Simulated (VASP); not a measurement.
A run of VASP 6.6.1 is set up as follows.

File INCAR:

```
ALGO = Normal ; EDIFF = 1E-7
ENCUT = 520 ; GGA = PS
ISIF = 2 ; ISMEAR = 0
LASPH = T ; LCHARG = F
LREAL = F ; LWAVE = F
NBANDS = 16 ; NELM = 60
PREC = Accurate ; SIGMA = 0.1
```

Contents of KPOINTS:

```
k-points
0
Gamma
  18 18 12
```

Contents of POSCAR:

```
NbB2
1.0
    3.0383955944      0.0000000000      0.0000000000
   -1.5191977972      2.6313277715      0.0000000000
    0.0000000000      0.0000000000      3.2089188125
Nb B
1 2
Direct
    0.0000000000      0.0000000000      0.0000000000
    0.3333333333      0.6666666667      0.5000000000
    0.6666666667      0.3333333333      0.5000000000
```

Potentials or basis: VASP PAW PBE potentials, release 64 (Nb_sv, B).

Command:

```bash
$ cat potpaw_PBE.64/Nb_sv/POTCAR potpaw_PBE.64/B/POTCAR > POTCAR
$ mpirun -np 1 vasp_std > vasp.out
```

**Question.** Predict the pressure.

**Answer.** 20.9 GPa.

Stress tensor (GPa, compression positive):
```
21.03  0.00  0.00
 0.00 21.03  0.00
 0.00  0.00 20.67
```

Caveat: the PAW data sets were made with another functional, which shifts forces and pressure a little.
